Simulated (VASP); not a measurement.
Input of a VASP 6.6.1 run:

File INCAR:

```
  ALGO = Normal
  EDIFF = 1E-6
  ENCUT = 520
  GGA = CA
  ISIF = 2
  ISMEAR = 0
  ISPIN = 2
  LASPH = T
  LCHARG = F
  LMAXMIX = 4
  LORBIT = 11
  LREAL = F
  LWAVE = F
  MAGMOM = 0.375
  NBANDS = 15
  NELM = 150
  NUPDOWN = 0.375
  PREC = Accurate
  SIGMA = 0.15
```

KPOINTS

```
k-points
0
Gamma
  24 24 24
```

File POSCAR:

```
Ni
1.0
    0.0000000000      1.7121260312      1.7121260312
    1.7121260312      0.0000000000      1.7121260312
    1.7121260312      1.7121260312      0.0000000000
Ni
1
Direct
    0.0000000000      0.0000000000      0.0000000000
```

Potentials or basis: VASP PAW LDA potentials, release 64 (Ni).

The run is started by

```bash
$ cat potpaw_LDA.64/Ni/POTCAR > POTCAR
$ mpirun -np 1 vasp_std > vasp.out
```

Problem. What does it give for the pressure?

Solution. -0.8 GPa.

Caveat: the total moment is fixed, so each spin has its own Fermi level.
